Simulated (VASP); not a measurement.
# MgO (P6_3/mmc) in VASP: notebook

MgO is run at these levels: PBE; tasks: single point.

Everything below comes from runs of VASP 6.6.1. Logs are shortened: lines on timing, memory, paths and dates and some standing lists are left out, and cuts for length are marked.

## Step 1: The cell of the first run

The structure is hexagonal, space group P6_3/mmc (No. 194). Conventional cell: a = 3.521 Å, b = 3.521 Å, c = 4.070 Å, α = 90.00°, β = 90.00°, γ = 120.00°. Mg (site symmetry -6m2) has 5 O at 2.03 Å within 2.7 Å. O (site symmetry -6m2) has 5 Mg at 2.03 Å within 2.7 Å.

## Step 2: Single point, PBE

INCAR

```
SYSTEM = MgO
  ALGO = Normal
  EDIFF = 1E-6
  ENCUT = 520
  GGA = PE
  ISIF = 2
  ISMEAR = 0
  LASPH = .True.
  LCHARG = .True.
  LELF = .True.
  LREAL = .False.
  LVHAR = .True.
  LWAVE = .False.
  NBANDS = 16
  NELM = 80
  PREC = Accurate
  SIGMA = 0.05
```

KPOINTS

```
k-points
0
Gamma
  9 9 6
  0 0 0
```

POSCAR

```
MgO
1.0
    3.5213164829      0.0000000000      0.0000000000
   -1.7606582415      3.0495495290      0.0000000000
    0.0000000000      0.0000000000      4.0698000000
Mg O
2 2
Direct
    0.6666666667      0.3333333333      0.7500000000
    0.3333333333      0.6666666667      0.2500000000
    0.6666666667      0.3333333333      0.2500000000
    0.3333333333      0.6666666667      0.7500000000
```

Potentials or basis: VASP PAW PBE potentials, release 64 (Mg, O).

The run is started by

```
> cat potpaw_PBE.64/Mg/POTCAR potpaw_PBE.64/O/POTCAR > POTCAR
> mpirun -np 1 vasp_std > vasp.out
```

OUTCAR:

```text
SYSTEM = MgO
   EDIFF = 1E-6
   ENCUT = 520
   GGA = PE
   ISIF = 2
   ISMEAR = 0
   LASPH = .True.
   LREAL = .False.
   NELM = 80
   PREC = Accurate

 ion  position               nearest neighbor table
   1  0.667  0.333  0.750-   4 2.03   4 2.03   4 2.03   3 2.03   3 2.03   2 2.88   2 2.88   2 2.88
                             2 2.88   2 2.88   2 2.88
   2  0.333  0.667  0.250-   3 2.03   3 2.03   3 2.03   4 2.03   4 2.03   1 2.88   1 2.88   1 2.88
                             1 2.88   1 2.88   1 2.88
   3  0.667  0.333  0.250-   2 2.03   2 2.03   2 2.03   1 2.03   1 2.03
   4  0.333  0.667  0.750-   1 2.03   1 2.03   1 2.03   2 2.03   2 2.03

  LATTYP: Found a hexagonal cell.
 ALAT       =     3.5213164829
 C/A-ratio  =     1.1557609263

  Lattice vectors:

 A1 = (   3.5213164829,   0.0000000000,   0.0000000000)
 A2 = (  -1.7606582415,   3.0495495290,   0.0000000000)
 A3 = (   0.0000000000,   0.0000000000,   4.0698000000)

Analysis of symmetry for initial positions (statically):
=====================================================================
 Subroutine PRICEL returns:
 Original cell was already a primitive cell.

 Routine SETGRP: Setting up the symmetry group for a
 hexagonal supercell.

 Subroutine GETGRP returns: Found 24 space group operations
 (whereof 12 operations were pure point group operations)
 out of a pool of 24 trial point group operations.

The static configuration has the point symmetry D_3d.
 The point group associated with its full space group is D_6h.

Analysis of symmetry for dynamics (positions and initial velocities):
=====================================================================
 Subroutine PRICEL returns:
 Original cell was already a primitive cell.

 Routine SETGRP: Setting up the symmetry group for a
 hexagonal supercell.

 Subroutine GETGRP returns: Found 24 space group operations
 (whereof 12 operations were pure point group operations)
 out of a pool of 24 trial point group operations.

The dynamic configuration has the point symmetry D_3d.
 The point group associated with its full space group is D_6h.

 Subroutine INISYM returns: Found 24 space group operations
 (whereof 12 operations are pure point group operations),
 and found     1 'primitive' translations

----------------------------------------------------------------------------------------

                                     Primitive cell

  volume of cell :      43.7033

  direct lattice vectors                    reciprocal lattice vectors
     3.521316483  0.000000000  0.000000000     0.283984699  0.163958642  0.000000000
    -1.760658242  3.049549529  0.000000000     0.000000000  0.327917284  0.000000000
     0.000000000  0.000000000  4.069800000     0.000000000  0.000000000  0.245712320

  length of vectors
     3.521316483  3.521316483  4.069800000     0.327917284  0.327917284  0.245712320

  position of ions in fractional coordinates (direct lattice)
     0.666666667  0.333333333  0.750000000
     0.333333333  0.666666667  0.250000000
     0.666666667  0.333333333  0.250000000
     0.333333333  0.666666667  0.750000000

  ion indices of the primitive-cell ions
   primitive index   ion index
                 1           1
                 2           2
                 3           3
                 4           4

----------------------------------------------------------------------------------------

 KPOINTS: k-points

Automatic generation of k-mesh.
 Grid dimensions read from file:
 generate k-points for:    9    9    6

 Generating k-lattice:

  Cartesian coordinates                     Fractional coordinates (reciprocal lattice)
     0.031553855  0.018217627  0.000000000     0.111111111  0.000000000  0.000000000
     0.000000000  0.036435254  0.000000000     0.000000000  0.111111111  0.000000000
     0.000000000  0.000000000  0.040952053     0.000000000  0.000000000  0.166666667

  Length of vectors
     0.036435254  0.036435254  0.040952053

  Shift w.r.t. Gamma in fractional coordinates (k-lattice)
     0.000000000  0.000000000  0.000000000

 Subroutine IBZKPT returns following result:
 ===========================================

 Found     48 irreducible k-points:

 Following reciprocal coordinates:
            Coordinates               Weight
  0.000000  0.000000  0.000000      1.000000
  0.111111  0.000000  0.000000      6.000000
  0.222222 -0.000000  0.000000      6.000000
  0.333333  0.000000  0.000000      6.000000
  0.444444 -0.000000  0.000000      6.000000
  0.111111  0.111111  0.000000      6.000000
[... 16 lines left out ...]
  0.333333  0.222222  0.166667     24.000000
  0.333333  0.333333  0.166667      4.000000
 [... further k-points ...]
   k-points           NKPTS =     48   k-points in BZ     NKDIM =     48   number of bands    NBANDS=     16
   number of dos      NEDOS =    301   number of ions     NIONS =      4
   total plane-waves  NPLWV =  23520
   dimension x,y,z NGX =    28 NGY =   28 NGZ =   30
   dimension x,y,z NGXF=    56 NGYF=   56 NGZF=   60
   ions per type =               2   2
   NGX,Y,Z   is equivalent  to a cutoff of  13.22, 13.22, 12.25 a.u.
   NGXF,Y,Z  is equivalent  to a cutoff of  26.44, 26.44, 24.51 a.u.
 SYSTEM =  MgO
   PREC   = accura    normal or accurate (medium, high low for compatibility)
   ISTART =      0    job   : 0-new  1-cont  2-samecut
   ICHARG =      2    charge: 1-file 2-atom 10-const
   ISPIN  =      1    spin polarized calculation?
   LNONCOLLINEAR =      F non collinear calculations
   LSORBIT =      F    spin-orbit coupling
   LASPH  =      T    aspherical Exc in radial PAW
   ENCUT  =  520.0 eV  38.22 Ry    6.18 a.u.   6.55  6.55  7.57*2*pi/ulx,y,z
   NELM   =     80;   NELMIN=  2; NELMDL= -5     # of ELM steps
   EDIFF  = 0.1E-05   stopping-criterion for ELM
   LREAL  =      F    real-space projection
   EDIFFG = 0.1E-04   stopping-criterion for IOM
   NSW    =      0    number of steps for IOM
   IBRION =     -1    ionic relax: 0-MD 1-quasi-New 2-CG
   NFREE  =      0    steps in history (QN), initial steepest desc. (CG)
   ISIF   =      2    stress and relaxation
   ISYM   =      2    0-nonsym 1-usesym 2-fastsym
   POTIM  = 0.5000    time-step for ionic-motion
   TEBEG  =    0.0;   TEEND  =   0.0 temperature during run
   PSTRESS=    0.0 pullay stress
   NELECT =      16.0000    total number of electrons
   NUPDOWN=      -1.0000    fix difference up-down
   EMIN   =  10.00;   EMAX   =-10.00  energy-range for DOS
   EFERMI =   0.00;   METHOD = LEGACY
   ISMEAR =     0;   SIGMA  =   0.05  broadening in eV -4-tet -1-fermi 0-gaus
   EFERMI_NEDOS =   21; number of points for ismear=-14 and -15
   IALGO  =     38    algorithm
   IMIX   =      4    mixing-type and parameters
     AMIX     =   0.40;   BMIX     =  1.00
     AMIX_MAG =   1.60;   BMIX_MAG =  1.00
  volume/ion in A,a.u.               =      10.93        73.73
  Fermi-wavevector in a.u.,A,eV,Ry     =   1.171144  2.213141 18.661449  1.371578
  Thomas-Fermi vector in A             =   2.307592
   LORBIT       =      0    0 simple, 1 ext, 2 COOP (PROOUT), +10 PAW based schemes
   GGA     = PE    functional components
   LHFCALC =     F    Hartree Fock is set to
   AEXX    =    0.0000 exact exchange contribution
   IVDW    =     0    specifies the selected vdW correction
   LEPSILON=     F    determine dielectric tensor
   LRPA    =     F    only Hartree local field effects (RPA)
 non-spin polarized calculation
 Gauss-broadening in eV      SIGMA  =   0.05
  energy-cutoff  :      520.00
  volume of cell :       43.70
 maximum number of plane-waves:      1215
 NGX is ok and might be reduce to    28
   NGX = 13   NGY = 13   NGZ = 15

 number of electron      15.9999991 magnetization

 Free energy of the ion-electron system (eV)
  ---------------------------------------------------
  ext. energy  EPLUGINS =         0.00000000
  ---------------------------------------------------
  free energy    TOTEN  =       -23.61781323 eV

  energy without entropy =      -23.61781323  energy(sigma->0) =      -23.61781323

 E-fermi :   2.2194     XC(G=0): -10.0896

 val. band max:        1.9825742783   @ k =   0.0000   0.0000   0.0000
 cond. band min:       5.4954195958   @ k =   0.0000   0.0000   0.0000
 fundamental gap:      3.5128453174
 Fermi energy:         2.2194482547

 k-point     1 :       0.0000    0.0000    0.0000
  band No.  band energies     occupation
      1     -14.9423      2.00000
      2     -13.4694      2.00000
      3      -1.5501      2.00000
      4       0.2271      2.00000
      5       0.2271      2.00000
      6       1.2637      2.00000
[... 8 lines left out ...]
     15      17.6090      0.00000
     16      17.7041      0.00000

 k-point     2 :       0.1111    0.0000    0.0000
  band No.  band energies     occupation
      1     -14.8823      2.00000
      2     -13.4847      2.00000
      3      -1.4581      2.00000
      4       0.0467      2.00000
      5       0.1281      2.00000
      6       0.9730      2.00000
[... 8 lines left out ...]
     15      17.1871      0.00000
     16      17.2232      0.00000

 k-point     3 :       0.2222   -0.0000    0.0000
  band No.  band energies     occupation
      1     -14.7165      2.00000
      2     -13.5366      2.00000
      3      -1.1945      2.00000
      4      -0.4905      2.00000
      5      -0.0790      2.00000
      6       0.5621      2.00000
[... 8 lines left out ...]
     15      16.2661      0.00000
     16      16.9252      0.00000

 k-point     4 :       0.3333    0.0000    0.0000
  band No.  band energies     occupation
      1     -14.4877      2.00000
      2     -13.6337      2.00000
      3      -1.1000      2.00000
      4      -0.8035      2.00000
      5      -0.2719      2.00000
      6       0.3153      2.00000
[... 8 lines left out ...]
     15      15.9892      0.00000
     16      17.0589      0.00000

 k-point     5 :       0.4444   -0.0000    0.0000
  band No.  band energies     occupation
      1     -14.2824      2.00000
      2     -13.7517      2.00000
      3      -1.4665      2.00000
      4      -0.4144      2.00000
      5      -0.3827      2.00000
      6       0.1979      2.00000
[... 8 lines left out ...]
     15      16.5107      0.00000
     16      17.2233      0.00000

 k-point     6 :       0.1111    0.1111    0.0000
  band No.  band energies     occupation
      1     -14.7693      2.00000
      2     -13.5184      2.00000
      3      -1.2800      2.00000
      4      -0.2457      2.00000
      5      -0.1319      2.00000
      6       0.7167      2.00000
[... 8 lines left out ...]
     15      16.6069      0.00000
     16      16.7648      0.00000
[... 267 lines left out ...]
 k-point    21 :       0.4444    0.1111    0.1667
  band No.  band energies     occupation
      1     -14.1654      2.00000
      2     -13.8044      2.00000
      3      -1.6828      2.00000
      4      -0.5595      2.00000
      5      -0.5542      2.00000
      6       0.2610      2.00000
[... 8 lines left out ...]
     15      16.4519      0.00000
     16      17.3143      0.00000

 k-point    22 :       0.2222    0.2222    0.1667
  band No.  band energies     occupation
      1     -14.3037      2.00000
      2     -13.7225      2.00000
      3      -1.2399      2.00000
      4      -1.1821      2.00000
      5      -0.1242      2.00000
      6       0.2860      2.00000
[... 8 lines left out ...]
     15      16.7829      0.00000
     16      17.6612      0.00000

 k-point    23 :       0.3333    0.2222    0.1667
  band No.  band energies     occupation
      1     -14.1214      2.00000
      2     -13.8317      2.00000
      3      -1.5195      2.00000
      4      -0.9333      2.00000
      5      -0.5043      2.00000
      6       0.5306      2.00000
[... 8 lines left out ...]
     15      16.5772      0.00000
     16      17.8705      0.00000

 k-point    24 :       0.3333    0.3333    0.1667
  band No.  band energies     occupation
      1     -13.9636      2.00000
      2     -13.9636      2.00000
      3      -1.5091      2.00000
      4      -0.7976      2.00000
      5      -0.7976      2.00000
      6       0.8766      2.00000
[... 8 lines left out ...]
     15      16.4428      0.00000
     16      18.6114      0.00000

 [... further k-points ...]
[... 5 lines left out ...]
  --------------------------------------------------------------------------------------
  -------------------------------------------------------------------------------------
  Total        0.7272764      0.7272764      3.0950726     -0.0000000      0.0000000      0.0000000
  in kB       26.6622182     26.6622182    113.4664853     -0.0000000      0.0000000      0.0000000
  external PRESSURE =      55.5969739 kB  Pullay stress =       0.0000000 kB

 VOLUME and BASIS-vectors are now :
 -----------------------------------------------------------------------------
  energy-cutoff  :      520.00
  volume of cell :       43.70
      direct lattice vectors                 reciprocal lattice vectors
     3.521316483  0.000000000  0.000000000     0.283984699  0.163958642  0.000000000
    -1.760658242  3.049549529  0.000000000     0.000000000  0.327917284  0.000000000
     0.000000000  0.000000000  4.069800000     0.000000000  0.000000000  0.245712320

 POSITION                                       TOTAL-FORCE (eV/Angst)
 -----------------------------------------------------------------------------------
      1.76066      1.01652      3.05235         0.000000     -0.000000      0.000000
     -0.00000      2.03303      1.01745        -0.000000      0.000000      0.000000
      1.76066      1.01652      1.01745        -0.000000     -0.000000      0.000000
     -0.00000      2.03303      3.05235         0.000000      0.000000      0.000000
 -----------------------------------------------------------------------------------
    total drift:                               -0.000000      0.000000     -0.000000

  FREE ENERGIE OF THE ION-ELECTRON SYSTEM (eV)
  ---------------------------------------------------
  free  energy   TOTEN  =       -23.6178132299 eV

  energy  without entropy=      -23.6178132299  energy(sigma->0) =      -23.61781323
```

Wall time 38 s (1 thread of AMD EPYC 7R13, shared host); peak memory 0.15 GiB.

Results:

* Free energy: -23.6178 eV
* Pressure: 5.6 GPa
* Band gap on the k mesh: 3.51 eV

Stress tensor (GPa, compression positive):
```
 2.67  0.00  0.00
 0.00  2.67  0.00
 0.00  0.00 11.35
```

Caveat: the cell stands under pressure.

(Part 1 of 2 ends here.)
